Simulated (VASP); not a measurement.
A run of VASP 6.6.1 is set up as follows.

INCAR

```
PREC = Accurate ; ENCUT = 520
EDIFF = 1E-7 ; ISMEAR = -1
SIGMA = 0.05 ; LREAL = Auto
LASPH = True ; NELM = 80
ALGO = Normal ; ISIF = 2
LWAVE = False ; LCHARG = False
NBANDS = 75
```

The input KPOINTS:

```
regular mesh
0
Gamma
  2 2 2
```

POSCAR

```
CaPH5O6
1.0
    3.2003990000     -7.6467100000      0.0000000000
    3.2003990000      7.6467100000      0.0000000000
   -2.8168790000      0.0000000000      5.1423830000
Ca H P O
2 10 2 12
Direct
    0.9072855692      0.5662500127      0.7468910814
    0.5786341515      0.9120585915      0.2399860143
    0.7373319402      0.3986372598      0.1552976509
    0.3885888249      0.7433296219      0.6188376089
    0.0106589726      1.0107492075      0.1488220539
    1.0907788114      0.0725108243      0.6485514595
    0.0775394880      0.9233019140      0.3388117921
    0.9684919879      0.1192509417      0.7674846467
    0.5418548205      0.5339690762      0.4972402872
    0.5041348265      0.4680408724     -0.0056977475
    0.4133380405      0.2691060767      0.3701591266
    0.3190996552      0.4382358589      0.8497616766
    0.4362880267      0.0724321985      0.7717433727
    0.0633278339      0.4158454526      0.2321880731
    0.6127957956      0.3441573877      0.9922442572
    0.3569055816      0.6327497028      0.4560337104
    0.5378117418      0.0939738036      0.5794589785
    0.0812447812      0.5270312698      0.0379590552
    0.1773119283      0.9593606787      0.6756789605
    0.9700741034      0.1714692132      0.1129242999
    0.3944427024      0.8874521143      0.8603404297
    0.8827321214      0.3738596782      0.3428955019
    0.0753911801      0.9438954127      0.1846809154
    1.0113826603      0.1325733423      0.6232130123
    0.5805390464      0.4470306487      0.4511138124
    0.4649642397      0.5586515902      1.0296782639
```

Potentials or basis: VASP PAW LDA potentials, release 64 (Ca_sv, H, P, O).

Launch:

```sh
$ cat potpaw_LDA.64/Ca_sv/POTCAR potpaw_LDA.64/H/POTCAR potpaw_LDA.64/P/POTCAR potpaw_LDA.64/O/POTCAR > POTCAR
$ mpirun -np 1 vasp_std > vasp.out
```

(1) What does it give for the largest force?

(2) What does it give for the band gap on the k mesh?

## Answers

(1) 2.849 eV/Å.

(2) 4.79 eV.

Caveat: the k points lie up to 0.61 Å⁻¹ apart; forces of over 1 eV/Å act on the atoms, so gaps and moduli don't describe the material at rest.
